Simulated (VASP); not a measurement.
# Si3N4 (P6_3/m) in VASP: relaxation of cell and atoms with PBEsol

Aim: the relaxation of cell and atoms of Si3N4 with PBEsol.

All numbers are computed with VASP 6.6.1; they aren't measurements. Logs are shortened: lines on timing, memory, paths and dates and some standing lists are left out, and cuts for length are marked.

## Step 1: The cell of the first run

It takes space group P6_3/m (No. 176, hexagonal). The conventional cell has a = 7.624 Å, b = 7.624 Å, c = 2.911 Å, α = 90.00°, β = 90.00°, γ = 120.00°. Within 2.3 Å of Si (site symmetry m) lie 4 N at 1.73 to 1.74 Å. Within 2.3 Å of N (site symmetry m) lie 3 Si at 1.74 Å. N (site symmetry -6) has 3 Si at 1.73 Å within 2.3 Å.

## Step 2: Relaxation of cell and atoms, PBEsol

INCAR reads:

```
PREC     = Accurate       # precision mode
ENCUT    = 600            # plane-wave cutoff, eV
EDIFF    = 1E-6           # SCF threshold, eV
ISMEAR   = 0              # smearing method
SIGMA    = 0.01           # smearing width, eV
LREAL    = False          # projectors in reciprocal space
LASPH    = True           # aspherical terms in the spheres
NELM     = 60             # most SCF steps
ALGO     = Normal         # electronic algorithm
ISIF     = 3              # what is computed and relaxed
LWAVE    = False          # write WAVECAR
LCHARG   = False          # write CHGCAR
GGA      = PS             # functional
IBRION   = 2              # ionic algorithm
NSW      = 80             # ionic steps
EDIFFG   = -0.001         # ionic threshold
```

KPOINTS reads:

```
Automatic mesh
0
Gamma
  6 6 8
```

POSCAR reads:

```
Si3N4
1.0
    7.6240705028      0.0000000000      0.0000000000
   -3.8120352514      6.6026387357      0.0000000000
    0.0000000000      0.0000000000      2.9105865377
Si N
6 8
Direct
    0.7675675678      0.1739276520      0.2500000000
    0.5936399158      0.7675675678      0.7500000000
    0.8260723480      0.5936399158      0.2500000000
    0.2324324322      0.8260723480      0.7500000000
    0.4063600842      0.2324324322      0.2500000000
    0.1739276520      0.4063600842      0.7500000000
    0.0296346227      0.3300010213      0.2500000000
    0.6996336014      0.0296346227      0.7500000000
    0.6699989787      0.6996336014      0.2500000000
    0.9703653773      0.6699989787      0.7500000000
    0.3003663986      0.9703653773      0.2500000000
    0.3300010213      0.3003663986      0.7500000000
    0.6666666667      0.3333333333      0.2500000000
    0.3333333333      0.6666666667      0.7500000000
```

Potentials or basis: VASP PAW PBE potentials, release 64 (Si, N).

Command:

```console
cat potpaw_PBE.64/Si/POTCAR potpaw_PBE.64/N/POTCAR > POTCAR
mpirun -np 1 vasp_std > vasp.out
```

OUTCAR:

```text
PREC = Accurate
   ENCUT = 600
   EDIFF = 1E-6
   ISMEAR = 0
   LREAL = False
   LASPH = True
   NELM = 60
   ISIF = 3
   GGA = PS
   IBRION = 2
   NSW = 80
   EDIFFG = -0.001

 ion  position               nearest neighbor table
   1  0.768  0.174  0.250-  13 1.73   8 1.74   8 1.74   7 1.74   5 3.00   3 3.00   6 3.06   6 3.06
                             2 3.06   2 3.06
   2  0.594  0.768  0.750-  14 1.73   9 1.74   9 1.74   8 1.74   4 3.00   6 3.00   3 3.06   3 3.06
                             1 3.06   1 3.06
   3  0.826  0.594  0.250-  13 1.73  10 1.74  10 1.74   9 1.74   5 3.00   1 3.00   2 3.06   2 3.06
                             4 3.06   4 3.06
   4  0.232  0.826  0.750-  14 1.73  11 1.74  11 1.74  10 1.74   2 3.00   6 3.00   3 3.06   3 3.06
                             5 3.06   5 3.06
   5  0.406  0.232  0.250-  13 1.73  12 1.74  12 1.74  11 1.74   1 3.00   3 3.00   6 3.06   6 3.06
                             4 3.06   4 3.06
   6  0.174  0.406  0.750-  14 1.73   7 1.74   7 1.74  12 1.74   2 3.00   4 3.00   5 3.06   5 3.06
                             1 3.06   1 3.06
   7  0.030  0.330  0.250-   6 1.74   6 1.74   1 1.74
   8  0.700  0.030  0.750-   1 1.74   1 1.74   2 1.74
   9  0.670  0.700  0.250-   2 1.74   2 1.74   3 1.74
  10  0.970  0.670  0.750-   3 1.74   3 1.74   4 1.74
  11  0.300  0.970  0.250-   4 1.74   4 1.74   5 1.74
  12  0.330  0.300  0.750-   5 1.74   5 1.74   6 1.74
  13  0.667  0.333  0.250-   1 1.73   3 1.73   5 1.73
  14  0.333  0.667  0.750-   4 1.73   6 1.73   2 1.73

  LATTYP: Found a hexagonal cell.
 ALAT       =     7.6240705028
 C/A-ratio  =     0.3817628046

  Lattice vectors:

 A1 = (   7.6240705028,   0.0000000000,   0.0000000000)
 A2 = (  -3.8120352514,   6.6026387357,   0.0000000000)
 A3 = (   0.0000000000,   0.0000000000,   2.9105865377)

Analysis of symmetry for initial positions (statically):
=====================================================================
 Subroutine PRICEL returns:
 Original cell was already a primitive cell.

 Routine SETGRP: Setting up the symmetry group for a
 hexagonal supercell.

 Subroutine GETGRP returns: Found 12 space group operations
 (whereof  6 operations were pure point group operations)
 out of a pool of 24 trial point group operations.

The static configuration has the point symmetry S_6 .
 The point group associated with its full space group is C_6h.

Analysis of symmetry for dynamics (positions and initial velocities):
=====================================================================
 Subroutine PRICEL returns:
 Original cell was already a primitive cell.

 Routine SETGRP: Setting up the symmetry group for a
 hexagonal supercell.

 Subroutine GETGRP returns: Found 12 space group operations
 (whereof  6 operations were pure point group operations)
 out of a pool of 24 trial point group operations.

The dynamic configuration has the point symmetry S_6 .
 The point group associated with its full space group is C_6h.

 Subroutine INISYM returns: Found 12 space group operations
 (whereof  6 operations are pure point group operations),
 and found     1 'primitive' translations

----------------------------------------------------------------------------------------

                                     Primitive cell

  volume of cell :     146.5160

  direct lattice vectors                    reciprocal lattice vectors
     7.624070503  0.000000000  0.000000000     0.131163530  0.075727299  0.000000000
    -3.812035251  6.602638736  0.000000000     0.000000000  0.151454599  0.000000000
     0.000000000  0.000000000  2.910586538     0.000000000  0.000000000  0.343573361

  length of vectors
     7.624070503  7.624070503  2.910586538     0.151454599  0.151454599  0.343573361

  position of ions in fractional coordinates (direct lattice)
     0.767567568  0.173927652  0.250000000
     0.593639916  0.767567568  0.750000000
     0.826072348  0.593639916  0.250000000
     0.232432432  0.826072348  0.750000000
     0.406360084  0.232432432  0.250000000
     0.173927652  0.406360084  0.750000000
     0.029634623  0.330001021  0.250000000
     0.699633601  0.029634623  0.750000000
     0.669998979  0.699633601  0.250000000
     0.970365377  0.669998979  0.750000000
     0.300366399  0.970365377  0.250000000
     0.330001021  0.300366399  0.750000000
     0.666666667  0.333333333  0.250000000
[... 42 lines left out ...]

 Found     40 irreducible k-points:

 Following reciprocal coordinates:
            Coordinates               Weight
  0.000000  0.000000  0.000000      1.000000
  0.166667  0.000000  0.000000      6.000000
  0.333333  0.000000  0.000000      6.000000
  0.500000  0.000000  0.000000      3.000000
  0.166667  0.166667  0.000000      6.000000
  0.333333  0.166667  0.000000      6.000000
[... 16 lines left out ...]
 -0.333333  0.500000 -0.250000     12.000000
  0.333333  0.333333  0.250000      4.000000
 [... further k-points ...]
   k-points           NKPTS =     40   k-points in BZ     NKDIM =     40   number of bands    NBANDS=     40
   number of dos      NEDOS =    301   number of ions     NIONS =     14
   total plane-waves  NPLWV =  98304
   dimension x,y,z NGX =    64 NGY =   64 NGZ =   24
   dimension x,y,z NGXF=   128 NGYF=  128 NGZF=   48
   ions per type =               6   8
   NGX,Y,Z   is equivalent  to a cutoff of  13.96, 13.96, 13.71 a.u.
   NGXF,Y,Z  is equivalent  to a cutoff of  27.91, 27.91, 27.42 a.u.
 SYSTEM =  unknown system
   PREC   = accura    normal or accurate (medium, high low for compatibility)
   ISTART =      0    job   : 0-new  1-cont  2-samecut
   ICHARG =      2    charge: 1-file 2-atom 10-const
   ISPIN  =      1    spin polarized calculation?
   LNONCOLLINEAR =      F non collinear calculations
   LSORBIT =      F    spin-orbit coupling
   LASPH  =      T    aspherical Exc in radial PAW
   ENCUT  =  600.0 eV  44.10 Ry    6.64 a.u.  15.23 15.23  5.81*2*pi/ulx,y,z
   NELM   =     60;   NELMIN=  2; NELMDL= -5     # of ELM steps
   EDIFF  = 0.1E-05   stopping-criterion for ELM
   LREAL  =      F    real-space projection
   EDIFFG = -.1E-02   stopping-criterion for IOM
   NSW    =     80    number of steps for IOM
   IBRION =      2    ionic relax: 0-MD 1-quasi-New 2-CG
   NFREE  =      1    steps in history (QN), initial steepest desc. (CG)
   ISIF   =      3    stress and relaxation
   ISYM   =      2    0-nonsym 1-usesym 2-fastsym
   POTIM  = 0.5000    time-step for ionic-motion
   TEBEG  =    0.0;   TEEND  =   0.0 temperature during run
   PSTRESS=    0.0 pullay stress
   NELECT =      64.0000    total number of electrons
   NUPDOWN=      -1.0000    fix difference up-down
   EMIN   =  10.00;   EMAX   =-10.00  energy-range for DOS
   EFERMI =   0.00;   METHOD = LEGACY
   ISMEAR =     0;   SIGMA  =   0.01  broadening in eV -4-tet -1-fermi 0-gaus
   EFERMI_NEDOS =   21; number of points for ismear=-14 and -15
   IALGO  =     38    algorithm
   IMIX   =      4    mixing-type and parameters
     AMIX     =   0.40;   BMIX     =  1.00
     AMIX_MAG =   1.60;   BMIX_MAG =  1.00
  volume/ion in A,a.u.               =      10.47        70.62
  Fermi-wavevector in a.u.,A,eV,Ry     =   1.242148  2.347318 20.992843  1.542930
  Thomas-Fermi vector in A             =   2.376515
   LORBIT       =      0    0 simple, 1 ext, 2 COOP (PROOUT), +10 PAW based schemes
   GGA     = PS    functional components
   LHFCALC =     F    Hartree Fock is set to
   AEXX    =    0.0000 exact exchange contribution
   IVDW    =     0    specifies the selected vdW correction
   LEPSILON=     F    determine dielectric tensor
   LRPA    =     F    only Hartree local field effects (RPA)
 conjugate gradient relaxation of ions
 non-spin polarized calculation
 Gauss-broadening in eV      SIGMA  =   0.01
  energy-cutoff  :      600.00
  volume of cell :      146.52
 maximum number of plane-waves:      4914
 NGX is ok and might be reduce to    64
   NGX = 31   NGY = 31   NGZ = 11

--------------------------------------- Ionic step        1  -------------------------------------------

 number of electron      63.9999995 magnetization

 Free energy of the ion-electron system (eV)
  ---------------------------------------------------
  ext. energy  EPLUGINS =         0.00000000
  ---------------------------------------------------
  free energy    TOTEN  =      -120.39820298 eV

  energy without entropy =     -120.39820298  energy(sigma->0) =     -120.39820298

------------------------ aborting loop because EDIFF is reached ----------------------------------------

  FORCE on cell =-STRESS in cart. coord.  units (eV):
  Direction    XX          YY          ZZ          XY          YZ          ZX
  --------------------------------------------------------------------------------------
  -------------------------------------------------------------------------------------
  Total        0.1329144      0.1329144      0.0821625     -0.0000001     -0.0000000      0.0000000
  in kB        1.4534421      1.4534421      0.8984611     -0.0000012     -0.0000000      0.0000000
  external PRESSURE =       1.2684484 kB  Pullay stress =       0.0000000 kB
[... 125 lines left out ...]
  FREE ENERGIE OF THE ION-ELECTRON SYSTEM (eV)
  ---------------------------------------------------
  free  energy   TOTEN  =      -120.3982388430 eV

  energy  without entropy=     -120.3982388430  energy(sigma->0) =     -120.39823884

[... ionic steps 4 to 10 ...]

--------------------------------------- Ionic step       11  -------------------------------------------

 number of electron      63.9999995 magnetization

------------------------ aborting loop because EDIFF is reached ----------------------------------------
[... 91 lines left out ...]
--------------------------------------- Ionic step       13  -------------------------------------------

 number of electron      63.9999995 magnetization

 Free energy of the ion-electron system (eV)
  ---------------------------------------------------
  ext. energy  EPLUGINS =         0.00000000
  ---------------------------------------------------
  free energy    TOTEN  =      -120.39824633 eV

  energy without entropy =     -120.39824633  energy(sigma->0) =     -120.39824633

 E-fermi :   6.6529     XC(G=0): -10.9900

 val. band max:        6.6007479612   @ k =   0.0000   0.0000   0.1250
 cond. band min:      10.7958335059   @ k =   0.0000   0.0000   0.0000
 fundamental gap:      4.1950855447
 Fermi energy:         6.6529169183

 k-point     1 :       0.0000    0.0000    0.0000
  band No.  band energies     occupation
      1     -11.5488      2.00000
      2     -10.0738      2.00000
      3     -10.0738      2.00000
      4      -9.4504      2.00000
      5      -9.3114      2.00000
      6      -9.3114      2.00000
[... 1021 lines left out ...]
     39      14.0021      0.00000
     40      14.2236      0.00000

 [... further k-points ...]

------------------------ aborting loop because EDIFF is reached ----------------------------------------

  FORCE on cell =-STRESS in cart. coord.  units (eV):
  Direction    XX          YY          ZZ          XY          YZ          ZX
  --------------------------------------------------------------------------------------
  -------------------------------------------------------------------------------------
  Total       -0.0107012     -0.0107012      0.0129895     -0.0000001     -0.0000000      0.0000000
  in kB       -0.1169634     -0.1169634      0.1419743     -0.0000012     -0.0000000      0.0000000
  external PRESSURE =      -0.0306508 kB  Pullay stress =       0.0000000 kB
[... 29 lines left out ...]
  FREE ENERGIE OF THE ION-ELECTRON SYSTEM (eV)
  ---------------------------------------------------
  free  energy   TOTEN  =      -120.3982463306 eV

  energy  without entropy=     -120.3982463306  energy(sigma->0) =     -120.39824633

 reached required accuracy - stopping structural energy minimisation
```

Wall time 16 min (1 thread of Intel Xeon 8259CL, shared host); peak memory 0.44 GiB.

What came out:

| Quantity | Value |
| --- | --- |
| Free energy | -120.3982 eV |
| Relaxed volume | 10.47 Å³/atom |
| Relaxed cell | a = 7.626 Å, b = 7.626 Å, c = 2.911 Å, α = 90.00°, β = 90.00°, γ = 120.00° |
| Space group after relaxing (to 0.1 Å) | P6_3/m (No. 176) |
| Energy gained by relaxing | 0.0 meV/atom |
| Ionic steps | 13 |
| Pressure after relaxing | 0.0 GPa |
| Band gap on the k mesh | 4.20 eV (least direct gap 4.38 eV) |

Final structure:
```
Si N
1.0
     7.62593    0.00000    0.00000
    -3.81297    6.60425    0.00000
     0.00000    0.00000    2.91055
Si N
6 8
Direct
  0.76752 0.17390 0.25000
  0.59362 0.76752 0.75000
  0.82610 0.59362 0.25000
  0.23248 0.82610 0.75000
  0.40638 0.23248 0.25000
  0.17390 0.40638 0.75000
  0.02955 0.32998 0.25000
  0.69957 0.02955 0.75000
  0.67002 0.69957 0.25000
  0.97045 0.67002 0.75000
  0.30043 0.97045 0.25000
  0.32998 0.30043 0.75000
  0.66667 0.33333 0.25000
  0.33333 0.66667 0.75000
```

Caveat: the PAW data sets were made with another functional, which shifts forces and pressure a little. A k mesh can miss the band edges.
